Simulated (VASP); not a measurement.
Write the native input for VASP 6.6.1 that does the following.

```
Task                   : single point
Functional             : r2SCAN
Potentials or basis    : VASP PAW PBE potentials, release 64 (C)
Cutoff                 : 520 eV
k mesh                 : 14 × 14 × 14
Occupations            : gaussian, width 0.05 eV
Spin                   : no spin polarisation
Dipole correction      : no
Further INCAR settings : ALGO = Normal; EDIFF = 1e-07; NBANDS = 11
```

C:

```
CELL_PARAMETERS angstrom
0.00000 2.06295 3.61519
1.19108 0.00000 3.61519
1.19108 2.06295 0.00000
ATOMIC_POSITIONS crystal
C 0.16670 0.83330 0.16670
C 0.83330 0.16670 0.83330
```

This cell differs from its parent crystal: strain -0.030 along x and y, +0.015 along z.

These files were run (other wordings do the same):

POSCAR

```
C
1.0
    0.0000000000      2.0629538434      3.6151901162
    1.1910835680      0.0000000000      3.6151901162
    1.1910835680      2.0629538434      0.0000000000
C
2
Direct
    0.1667039277      0.8332960723      0.1667039277
    0.8332960723      0.1667039277      0.8332960723
```

INCAR.step1

```
SYSTEM = C
ALGO = Normal
EDIFF = 1E-4
ENCUT = 520
GGA = PE
ISMEAR = 0
LASPH = .True.
LCHARG = .False.
LREAL = .False.
LWAVE = .True.
NBANDS = 11
NELM = 60
PREC = Accurate
SIGMA = 0.05
```

INCAR.step2

```
SYSTEM = C
ALGO = Normal
EDIFF = 1E-7
ENCUT = 520
ISIF = 2
ISMEAR = 0
ISTART = 1
LASPH = .True.
LCHARG = .False.
LMIXTAU = .True.
LREAL = .False.
LWAVE = .False.
METAGGA = R2SCAN
NBANDS = 11
NELM = 60
PREC = Accurate
SIGMA = 0.05
```

KPOINTS

```
k-points
0
Gamma
  14 14 14
  0 0 0
```

Potentials or basis: VASP PAW PBE potentials, release 64 (C).

The run is started by

```console
$ cat potpaw_PBE.64/C/POTCAR > POTCAR
$ cp INCAR.step1 INCAR
$ mpirun -np 1 vasp_std > vasp.out
$ cp INCAR.step2 INCAR
$ mpirun -np 1 vasp_std > vasp.out
```

Results of the run:

```json
{
 "Pressure": "28.2 GPa",
 "Largest force": "0.008 eV/Å"
}
```

Caveat: the cell differs from its parent crystal (strain -0.030 along x and y, +0.015 along z); the cell stands under pressure; the PAW data sets were made with another functional, which shifts forces and pressure a little.

Run time: 7.4 min on 1 thread of Intel Xeon 8259CL (shared host), peak memory 0.19 GiB.
